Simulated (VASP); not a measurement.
# Os (Fm-3m) in VASP: a series of runs

The runs below take Os through single point, with PBE.

All numbers are computed with VASP 6.6.1; they aren't measurements. Logs are shortened: lines on timing, memory, paths and dates and some standing lists are left out, and cuts for length are marked.

### 1 The cell of the first run

Symmetry: Fm-3m, No. 225, cubic system. Conventional cell: a = 3.414 Å, b = 3.414 Å, c = 3.414 Å, α = 90.00°, β = 90.00°, γ = 90.00°. Os (site symmetry m-3m) has 12 Os at 2.41 Å within 3.2 Å.

This isn't the form of Os at room conditions, which is hcp.

### 2 Single point, PBE

Input file INCAR:

```
ALGO = Normal ; EDIFF = 1E-6
ENCUT = 520 ; GGA = PE
ISIF = 2 ; ISMEAR = -1
LASPH = True ; LCHARG = True
LELF = True ; LREAL = False
LVHAR = True ; LWAVE = False
NBANDS = 10 ; NELM = 60
PREC = Accurate ; SIGMA = 0.1
```

Input file KPOINTS:

```
k-points
0
Gamma
  19 19 19
```

Input file POSCAR:

```
Os
1.0
    0.0000000000      1.7072418355      1.7072418355
    1.7072418355      0.0000000000      1.7072418355
    1.7072418355      1.7072418355      0.0000000000
Os
1
Direct
    0.0000000000      0.0000000000      0.0000000000
```

Potentials or basis: VASP PAW PBE potentials, release 64 (Os).

Launch:

```bash
cat potpaw_PBE.64/Os/POTCAR > POTCAR
mpirun -np 1 vasp_std > vasp.out
```

OUTCAR:

```text
EDIFF = 1E-6
   ENCUT = 520
   GGA = PE
   ISIF = 2
   ISMEAR = -1
   LASPH = True
   LREAL = False
   NELM = 60
   PREC = Accurate

 ion  position               nearest neighbor table
   1  0.000  0.000  0.000-

  LATTYP: Found a face centered cubic cell.
 ALAT       =     3.4144836710

  Lattice vectors:

 A1 = (   0.0000000000,   1.7072418355,   1.7072418355)
 A2 = (   1.7072418355,   0.0000000000,   1.7072418355)
 A3 = (   1.7072418355,   1.7072418355,   0.0000000000)

Analysis of symmetry for initial positions (statically):
=====================================================================
 Subroutine PRICEL returns:
 Original cell was already a primitive cell.

 Routine SETGRP: Setting up the symmetry group for a
 face centered cubic supercell.

 Subroutine GETGRP returns: Found 48 space group operations
 (whereof 48 operations were pure point group operations)
 out of a pool of 48 trial point group operations.

The static configuration has the point symmetry O_h .

Analysis of symmetry for dynamics (positions and initial velocities):
=====================================================================
 Subroutine PRICEL returns:
 Original cell was already a primitive cell.

 Routine SETGRP: Setting up the symmetry group for a
 face centered cubic supercell.

 Subroutine GETGRP returns: Found 48 space group operations
 (whereof 48 operations were pure point group operations)
 out of a pool of 48 trial point group operations.

The dynamic configuration has the point symmetry O_h .

 Subroutine INISYM returns: Found 48 space group operations
 (whereof 48 operations are pure point group operations),
 and found     1 'primitive' translations

----------------------------------------------------------------------------------------

                                     Primitive cell

  volume of cell :       9.9521

  direct lattice vectors                    reciprocal lattice vectors
     0.000000000  1.707241836  1.707241836    -0.292870049  0.292870049  0.292870049
     1.707241836  0.000000000  1.707241836     0.292870049 -0.292870049  0.292870049
     1.707241836  1.707241836  0.000000000     0.292870049  0.292870049 -0.292870049

  length of vectors
     2.414404558  2.414404558  2.414404558     0.507265805  0.507265805  0.507265805

  position of ions in fractional coordinates (direct lattice)
     0.000000000  0.000000000  0.000000000

  ion indices of the primitive-cell ions
   primitive index   ion index
                 1           1

----------------------------------------------------------------------------------------

 KPOINTS: k-points

Automatic generation of k-mesh.
 Grid dimensions read from file:
 generate k-points for:   19   19   19

 Generating k-lattice:

  Cartesian coordinates                     Fractional coordinates (reciprocal lattice)
    -0.015414213  0.015414213  0.015414213     0.052631579  0.000000000  0.000000000
     0.015414213 -0.015414213  0.015414213     0.000000000  0.052631579  0.000000000
     0.015414213  0.015414213 -0.015414213     0.000000000  0.000000000  0.052631579

  Length of vectors
     0.026698200  0.026698200  0.026698200

  Shift w.r.t. Gamma in fractional coordinates (k-lattice)
     0.000000000  0.000000000  0.000000000

 Subroutine IBZKPT returns following result:
 ===========================================

 Found    220 irreducible k-points:

 Following reciprocal coordinates:
            Coordinates               Weight
  0.000000  0.000000  0.000000      1.000000
  0.052632  0.000000  0.000000      8.000000
  0.105263  0.000000  0.000000      8.000000
  0.157895  0.000000  0.000000      8.000000
  0.210526  0.000000  0.000000      8.000000
  0.263158  0.000000  0.000000      8.000000
[... 16 lines left out ...]
 -0.315789  0.052632  0.000000     24.000000
 -0.263158  0.052632  0.000000     24.000000
 [... further k-points ...]
   k-points           NKPTS =    220   k-points in BZ     NKDIM =    220   number of bands    NBANDS=     10
   number of dos      NEDOS =    301   number of ions     NIONS =      1
   total plane-waves  NPLWV =   5832
   dimension x,y,z NGX =    18 NGY =   18 NGZ =   18
   dimension x,y,z NGXF=    36 NGYF=   36 NGZF=   36
   ions per type =               1
   NGX,Y,Z   is equivalent  to a cutoff of  12.39, 12.39, 12.39 a.u.
   NGXF,Y,Z  is equivalent  to a cutoff of  24.79, 24.79, 24.79 a.u.
 SYSTEM =  unknown system
   PREC   = accura    normal or accurate (medium, high low for compatibility)
   ISTART =      0    job   : 0-new  1-cont  2-samecut
   ICHARG =      2    charge: 1-file 2-atom 10-const
   ISPIN  =      1    spin polarized calculation?
   LNONCOLLINEAR =      F non collinear calculations
   LSORBIT =      F    spin-orbit coupling
   LASPH  =      T    aspherical Exc in radial PAW
   ENCUT  =  520.0 eV  38.22 Ry    6.18 a.u.   4.49  4.49  4.49*2*pi/ulx,y,z
   NELM   =     60;   NELMIN=  2; NELMDL= -5     # of ELM steps
   EDIFF  = 0.1E-05   stopping-criterion for ELM
   LREAL  =      F    real-space projection
   EDIFFG = 0.1E-04   stopping-criterion for IOM
   NSW    =      0    number of steps for IOM
   IBRION =     -1    ionic relax: 0-MD 1-quasi-New 2-CG
   NFREE  =      0    steps in history (QN), initial steepest desc. (CG)
   ISIF   =      2    stress and relaxation
   ISYM   =      2    0-nonsym 1-usesym 2-fastsym
   POTIM  = 0.5000    time-step for ionic-motion
   TEBEG  =    0.0;   TEEND  =   0.0 temperature during run
   PSTRESS=    0.0 pullay stress
   NELECT =       8.0000    total number of electrons
   NUPDOWN=      -1.0000    fix difference up-down
   EMIN   =  10.00;   EMAX   =-10.00  energy-range for DOS
   EFERMI =   0.00;   METHOD = LEGACY
   ISMEAR =    -1;   SIGMA  =   0.10  broadening in eV -4-tet -1-fermi 0-gaus
   EFERMI_NEDOS =   21; number of points for ismear=-14 and -15
   IALGO  =     38    algorithm
   IMIX   =      4    mixing-type and parameters
     AMIX     =   0.40;   BMIX     =  1.00
     AMIX_MAG =   1.60;   BMIX_MAG =  1.00
  volume/ion in A,a.u.               =       9.95        67.16
  Fermi-wavevector in a.u.,A,eV,Ry     =   1.522182  2.876506 31.525197  2.317037
  Thomas-Fermi vector in A             =   2.630796
   LORBIT       =      0    0 simple, 1 ext, 2 COOP (PROOUT), +10 PAW based schemes
   GGA     = PE    functional components
   LHFCALC =     F    Hartree Fock is set to
   AEXX    =    0.0000 exact exchange contribution
   IVDW    =     0    specifies the selected vdW correction
   LEPSILON=     F    determine dielectric tensor
   LRPA    =     F    only Hartree local field effects (RPA)
 non-spin polarized calculation
  energy-cutoff  :      520.00
  volume of cell :        9.95
 maximum number of plane-waves:       283
 NGX is ok and might be reduce to    18
   NGX =  9   NGY =  9   NGZ =  9

 number of electron       7.9999999 magnetization

 Free energy of the ion-electron system (eV)
  ---------------------------------------------------
  ext. energy  EPLUGINS =         0.00000000
  ---------------------------------------------------
  free energy    TOTEN  =        -7.77246166 eV

  energy without entropy =       -7.75930026  energy(sigma->0) =       -7.76588096

 E-fermi :  15.4725     XC(G=0): -16.0863

 val. band max:       15.4296604134   @ k =   0.0526   0.0000   0.0000
 cond. band min:      15.4727568653   @ k =  -0.4737   0.3158   0.0000
 fundamental gap:      0.0430964519
 Fermi energy:        15.4724634880

 k-point     1 :       0.0000    0.0000    0.0000
  band No.  band energies     occupation
      1       1.4068      2.00000
      2      10.3994      2.00000
      3      10.3994      2.00000
      4      10.3994      2.00000
      5      15.5242      0.74682
      6      15.5242      0.74682
      7      28.8904      0.00000
      8      37.0237      0.00000
      9      37.0237      0.00000
     10      37.0237      0.00000

 k-point     2 :       0.0526    0.0000    0.0000
  band No.  band energies     occupation
      1       1.6071      2.00000
      2      10.2622      2.00000
      3      10.4953      2.00000
      4      10.4953      2.00000
      5      15.4297      1.21081
      6      15.4297      1.21081
      7      29.2829      0.00000
      8      36.1165      0.00000
      9      37.3965      0.00000
     10      37.3965      0.00000

 k-point     3 :       0.1053    0.0000    0.0000
  band No.  band energies     occupation
      1       2.1728      2.00000
      2       9.9245      2.00000
      3      10.7499      2.00000
      4      10.7499      2.00000
      5      15.2086      1.86656
      6      15.2086      1.86656
      7      30.3445      0.00000
      8      34.5298      0.00000
      9      38.4789      0.00000
     10      38.4789      0.00000

 k-point     4 :       0.1579    0.0000    0.0000
  band No.  band energies     occupation
      1       2.9842      2.00000
      2       9.5864      2.00000
      3      11.0481      2.00000
      4      11.0481      2.00000
      5      15.0447      1.97262
      6      15.0447      1.97262
      7      31.3353      0.00000
      8      33.6381      0.00000
      9      40.1829      0.00000
     10      40.1829      0.00000
[... 222 lines left out ...]
 k-point    22 :      -0.3684    0.0526    0.0000
  band No.  band energies     occupation
      1       4.3355      2.00000
      2      10.2171      2.00000
      3      10.4542      2.00000
      4      13.2180      2.00000
      5      17.7004      0.00000
      6      19.3502      0.00000
      7      28.3315      0.00000
      8      34.1034      0.00000
      9      41.2451      0.00000
     10      43.0809      0.00000

 k-point    23 :      -0.3158    0.0526    0.0000
  band No.  band energies     occupation
      1       4.5093      2.00000
      2      10.5502      2.00000
      3      10.7541      2.00000
      4      11.6437      2.00000
      5      16.4726      0.00009
      6      18.2571      0.00000
      7      28.7583      0.00000
      8      36.5878      0.00000
      9      42.9312      0.00000
     10      45.6213      0.00000

 k-point    24 :      -0.2632    0.0526    0.0000
  band No.  band energies     occupation
      1       4.5385      2.00000
      2      10.2028      2.00000
      3      10.9652      2.00000
      4      11.0891      2.00000
      5      15.3552      1.52726
      6      17.1305      0.00000
      7      29.5507      0.00000
      8      37.4244      0.00000
      9      43.4949      0.00000
     10      44.8241      0.00000

 [... further k-points ...]

------------------------ aborting loop because EDIFF is reached ----------------------------------------

  FORCE on cell =-STRESS in cart. coord.  units (eV):
  Direction    XX          YY          ZZ          XY          YZ          ZX
  --------------------------------------------------------------------------------------
  -------------------------------------------------------------------------------------
  Total       21.4647103     21.4647103     21.4647103      0.0000000      0.0000000      0.0000000
  in kB     3455.5762755   3455.5762755   3455.5762755      0.0000000      0.0000000      0.0000000
  external PRESSURE =    3455.5762755 kB  Pullay stress =       0.0000000 kB

 VOLUME and BASIS-vectors are now :
 -----------------------------------------------------------------------------
  energy-cutoff  :      520.00
  volume of cell :        9.95
      direct lattice vectors                 reciprocal lattice vectors
     0.000000000  1.707241836  1.707241836    -0.292870049  0.292870049  0.292870049
     1.707241836  0.000000000  1.707241836     0.292870049 -0.292870049  0.292870049
     1.707241836  1.707241836  0.000000000     0.292870049  0.292870049 -0.292870049

 POSITION                                       TOTAL-FORCE (eV/Angst)
 -----------------------------------------------------------------------------------
      0.00000      0.00000      0.00000         0.000000      0.000000      0.000000
 -----------------------------------------------------------------------------------
    total drift:                                0.000000     -0.000000     -0.000000

  FREE ENERGIE OF THE ION-ELECTRON SYSTEM (eV)
  ---------------------------------------------------
  free  energy   TOTEN  =        -7.7724616580 eV

  energy  without entropy=       -7.7593002621  energy(sigma->0) =       -7.76588096
```

Run time: 12 s. Hardware: 1 thread of AMD EPYC 9R45 (Zen 5), shared host; peak memory 0.11 GiB.

Results:

```yaml
Free_energy: -7.7725 eV
Pressure: 345.6 GPa
Band_gap_on_the_k_mesh: zero (bands 4 and 5 overlap by 6.55 eV)
```

Levels at points of the mesh, in eV from the Fermi level:
```
           k point  band 2  band 3  band 4  band 5  band 6  band 7
(0.00, 0.00, 0.00)   -5.07   -5.07   -5.07    0.05    0.05   13.42
```

Caveat: the cell stands under pressure; spin-orbit coupling is left out, which moves the levels of the heavy elements.

### 3 Single point, PBE

Input file INCAR:

```
SYSTEM = Os
PREC = Accurate ; ENCUT = 520
EDIFF = 1E-6 ; ISMEAR = -1
SIGMA = 0.1 ; LREAL = .FALSE.
LASPH = .TRUE. ; NELM = 60
ALGO = Normal ; ISIF = 2
LWAVE = .FALSE. ; LCHARG = .TRUE.
GGA = PE ; LELF = .TRUE.
LVHAR = .TRUE. ; NBANDS = 10
```

Input file KPOINTS:

```
Automatic mesh
0
G
  19 19 19
  0 0 0
```

Input file POSCAR:

```
Os
1.0
    0.0000000000      1.7068322173      1.7068322173
    1.7068322173      0.0000000000      1.7068322173
    1.7068322173      1.7068322173      0.0000000000
Os
1
Direct
    0.0000000000      0.0000000000      0.0000000000
```

Potentials or basis: VASP PAW PBE potentials, release 64 (Os).

Launch:

```bash
cat potpaw_PBE.64/Os/POTCAR > POTCAR
mpirun -np 1 vasp_std > vasp.out
```

OUTCAR:

```text
SYSTEM = Os
   PREC = Accurate
   ENCUT = 520
   EDIFF = 1E-6
   ISMEAR = -1
   LREAL = .FALSE.
   LASPH = .TRUE.
   NELM = 60
   ISIF = 2
   GGA = PE

 ion  position               nearest neighbor table
   1  0.000  0.000  0.000-

  LATTYP: Found a face centered cubic cell.
 ALAT       =     3.4136644346

  Lattice vectors:

 A1 = (   0.0000000000,   1.7068322173,   1.7068322173)
 A2 = (   1.7068322173,   0.0000000000,   1.7068322173)
 A3 = (   1.7068322173,   1.7068322173,   0.0000000000)

Analysis of symmetry for initial positions (statically):
=====================================================================
 Subroutine PRICEL returns:
 Original cell was already a primitive cell.

 Routine SETGRP: Setting up the symmetry group for a
 face centered cubic supercell.

 Subroutine GETGRP returns: Found 48 space group operations
 (whereof 48 operations were pure point group operations)
 out of a pool of 48 trial point group operations.

The static configuration has the point symmetry O_h .

Analysis of symmetry for dynamics (positions and initial velocities):
[... 161 lines left out ...]
 fundamental gap:      0.0365701082
 Fermi energy:        15.4875280348

 k-point     1 :       0.0000    0.0000    0.0000
  band No.  band energies     occupation
      1       1.4152      2.00000
      2      10.4088      2.00000
      3      10.4088      2.00000
      4      10.4088      2.00000
      5      15.5391      0.74793
      6      15.5391      0.74793
      7      28.9025      0.00000
      8      37.0413      0.00000
      9      37.0413      0.00000
     10      37.0413      0.00000
[... 287 lines left out ...]
 k-point    24 :      -0.2632    0.0526    0.0000
  band No.  band energies     occupation
      1       4.5467      2.00000
      2      10.2146      2.00000
      3      10.9754      2.00000
      4      11.0990      2.00000
      5      15.3694      1.53046
      6      17.1469      0.00000
      7      29.5646      0.00000
      8      37.4500      0.00000
      9      43.5206      0.00000
     10      44.8523      0.00000

 [... further k-points ...]

------------------------ aborting loop because EDIFF is reached ----------------------------------------

  FORCE on cell =-STRESS in cart. coord.  units (eV):
  Direction    XX          YY          ZZ          XY          YZ          ZX
  --------------------------------------------------------------------------------------
  -------------------------------------------------------------------------------------
  Total       21.5268108     21.5268108     21.5268108     -0.0000000     -0.0000000      0.0000000
  in kB     3468.0694452   3468.0694452   3468.0694452     -0.0000000     -0.0000000      0.0000000
  external PRESSURE =    3468.0694452 kB  Pullay stress =       0.0000000 kB

 VOLUME and BASIS-vectors are now :
 -----------------------------------------------------------------------------
  energy-cutoff  :      520.00
  volume of cell :        9.94
      direct lattice vectors                 reciprocal lattice vectors
     0.000000000  1.706832217  1.706832217    -0.292940334  0.292940334  0.292940334
     1.706832217  0.000000000  1.706832217     0.292940334 -0.292940334  0.292940334
     1.706832217  1.706832217  0.000000000     0.292940334  0.292940334 -0.292940334

 POSITION                                       TOTAL-FORCE (eV/Angst)
 -----------------------------------------------------------------------------------
      0.00000      0.00000      0.00000        -0.000000      0.000000     -0.000000
 -----------------------------------------------------------------------------------
    total drift:                                0.000000     -0.000000      0.000000

  FREE ENERGIE OF THE ION-ELECTRON SYSTEM (eV)
  ---------------------------------------------------
  free  energy   TOTEN  =        -7.7569880810 eV

  energy  without entropy=       -7.7438377887  energy(sigma->0) =       -7.75041293
```

OSZICAR:

```text
N       E                     dE             d eps       ncg     rms          rms(c)
DAV:   1     0.478881966817E+02    0.47888E+02   -0.44799E+03  4458   0.780E+02
DAV:   2    -0.754434641819E+01   -0.55433E+02   -0.52674E+02  4670   0.230E+02
DAV:   3    -0.840302044500E+01   -0.85867E+00   -0.85689E+00  5270   0.268E+01
DAV:   4    -0.840473386086E+01   -0.17134E-02   -0.17132E-02  4886   0.131E+00
DAV:   5    -0.840473906876E+01   -0.52079E-05   -0.52067E-05  4936   0.645E-02    0.349E+01
DAV:   6    -0.798428296914E+01    0.42046E+00   -0.89065E-02  4566   0.209E+00    0.206E+01
DAV:   7    -0.775684487718E+01    0.22744E+00   -0.18461E-01  4464   0.297E+00    0.724E-01
DAV:   8    -0.775711263433E+01   -0.26776E-03   -0.30224E-03  5186   0.484E-01    0.152E-01
DAV:   9    -0.775701090402E+01    0.10173E-03   -0.37826E-05  4748   0.530E-02    0.167E-02
DAV:  10    -0.775698820042E+01    0.22704E-04   -0.85240E-06  4986   0.375E-02    0.480E-03
DAV:  11    -0.775698808096E+01    0.11946E-06   -0.56234E-08  2470   0.217E-03
   1 F= -.77569881E+01 E0= -.77504129E+01  d E =-.131503E-01
```

Run time: 11 s. Hardware: 1 thread of AMD EPYC 9R45 (Zen 5), shared host; peak memory 0.11 GiB.

What came out:

| Item | Value |
| --- | --- |
| Free energy | -7.7570 eV |
| Pressure | 346.8 GPa |
| Band gap on the k mesh | zero (bands 4 and 5 overlap by 6.56 eV) |

Caveat: the cell stands under pressure; spin-orbit coupling is left out, which moves the levels of the heavy elements.

The gap in the log of VASP goes by the Fermi energy; the results here count the filled bands.